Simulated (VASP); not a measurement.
Wanted: the native input for a VASP 6.6.1 run.

| Quantity | Value |
| --- | --- |
| Task | single point |
| Functional | PBE |
| Potentials or basis | VASP PAW PBE potentials, release 64 (Cu, Se, Ga_d) |
| Cutoff | 520 eV |
| k mesh | 6 × 6 × 6 |
| Occupations | fermi-dirac, width 0.02 eV |
| Spin | no spin polarisation |
| Dipole correction | no |
| Further INCAR settings | ALGO = Normal; EDIFF = 1e-06; NBANDS = 46 |

The structure of GaCuSe2 lies in POSCAR:

```
GaCuSe2
1.0
   -2.8041298094      2.8041298094      5.5492790755
    2.8041298094     -2.8041298094      5.5492790755
    2.8041298094      2.8041298094     -5.5492790755
Cu Se Ga
2 4 2
Direct
    0.0000000000      0.0000000000      0.0000000000
    0.7500000000      0.2500000000      0.5000000000
    0.3750000000      0.3713580981      0.4963580981
    0.1213580981      0.6250000000     -0.0036419019
    0.8750000000      0.8786419019      0.5036419019
    0.6286419019      0.1250000000      0.0036419019
    0.5000000000      0.5000000000      0.0000000000
    0.2500000000      0.7500000000      0.5000000000
```

One way to write it, as run:

INCAR

```
PREC = Accurate
ENCUT = 520
EDIFF = 1E-6
ISMEAR = -1
SIGMA = 0.02
LREAL = F
LASPH = T
NELM = 100
ALGO = Normal
ISIF = 2
LWAVE = F
LCHARG = F
GGA = PE
NBANDS = 46
```

KPOINTS

```
regular mesh
0
Gamma
  6 6 6
```

Potentials or basis: VASP PAW PBE potentials, release 64 (Cu, Se, Ga_d).

Run with:

```console
$ cat potpaw_PBE.64/Cu/POTCAR potpaw_PBE.64/Se/POTCAR potpaw_PBE.64/Ga_d/POTCAR > POTCAR
$ mpirun -np 1 vasp_std > vasp.out
```

Results of the run:

```yaml
Pressure: 2.7 GPa
Largest_force: 0.153 eV/Å
Band_gap_on_the_k_mesh: 0.20 eV
```

Caveat: semilocal functionals underestimate gaps, and a narrow one can read as zero.

It took 5.1 min on 1 thread of AMD EPYC 9R45 96-Core Processor (Zen 5), on a shared host, peak memory 0.5 GiB.
